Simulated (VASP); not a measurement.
A run of VASP 6.6.1 is set up as follows.

File INCAR:

```
SYSTEM = Ta
ALGO     = Normal         ! electronic algorithm
EDIFF    = 1E-7           ! SCF threshold, eV
ENCUT    = 520            ! plane-wave cutoff, eV
GGA      = RE             ! functional
ISIF     = 2              ! what is computed and relaxed
ISMEAR   = -1             ! smearing method
LASPH    = .TRUE.         ! aspherical terms in the spheres
LCHARG   = .FALSE.        ! write CHGCAR
LREAL    = .FALSE.        ! projectors in reciprocal space
LWAVE    = .FALSE.        ! write WAVECAR
NBANDS   = 12             ! bands
NELM     = 60             ! most SCF steps
PREC     = Accurate       ! precision mode
SIGMA    = 0.1            ! smearing width, eV
```

File KPOINTS:

```
k-points
0
G
  13 13 13
  0 0 0
```

File POSCAR:

```
Ta
1.0
    2.6796217643      0.0000000000      0.0000000000
    0.0000000000      2.6796217643      0.0000000000
    0.0000000000      0.0000000000      2.6796217643
Ta
1
Direct
    0.0000000000      0.0000000000      0.0000000000
```

Potentials or basis: VASP PAW PBE potentials, release 64 (Ta_pv).

Command:

```sh
$ cat potpaw_PBE.64/Ta_pv/POTCAR > POTCAR
$ mpirun -np 1 vasp_std > vasp.out
```

Q: Estimate the pressure.

A: 13.7 GPa.

Caveat: the PAW data sets were made with another functional, which shifts forces and pressure a little.
